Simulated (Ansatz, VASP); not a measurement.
# CsTaS2 in VASP and in Ansatz

```
Cs Ta S
1.0
     3.54382    0.00000    0.00000
    -1.77191    3.06904    0.00000
     0.00000    0.00000    8.27431
Cs Ta S
1 1 2
Direct
  0.33333 0.66667 0.50000
  0.66667 0.33333 0.00000
  0.00000 0.00000 0.18157
  0.00000 0.00000 0.81843
```

Alike in both runs: functional PBE; k mesh 6 × 6 × 2; occupations gaussian, width 0.1 eV; no spin polarisation.

Ansatz relaxed the structure, and its values are those at the end. VASP's run is a single point on that final structure, the one shown.

```csv
,VASP,Ansatz
version,VASP 6.6.1,Ansatz 0.2.0
potentials or method,"VASP PAW PBE potentials, release 64 (Cs_sv, Ta_pv, S), cutoff 520 eV","scalar-relativistic, plane waves, PAW"
valence electrons in the cell,32,34
```

Ansatz gave:

* gap on the k mesh at the Fermi level (eV): 0.17
* least direct gap on the mesh (eV): 0.67
* pressure (GPa): -0.1
* rms of the force components (eV/Å): 0.004

Q: Which values does VASP return?

A: gap on the k mesh at the Fermi level (eV): 0.14; least direct gap on the mesh (eV): 0.63; pressure (GPa): 0.1; rms of the force components (eV/Å): 0.011.

VASP's potentials hold 32 valence electrons a cell and Ansatz's 34, so a difference there can come from the potentials and not from the codes.

Neither program's run includes spin-orbit coupling.
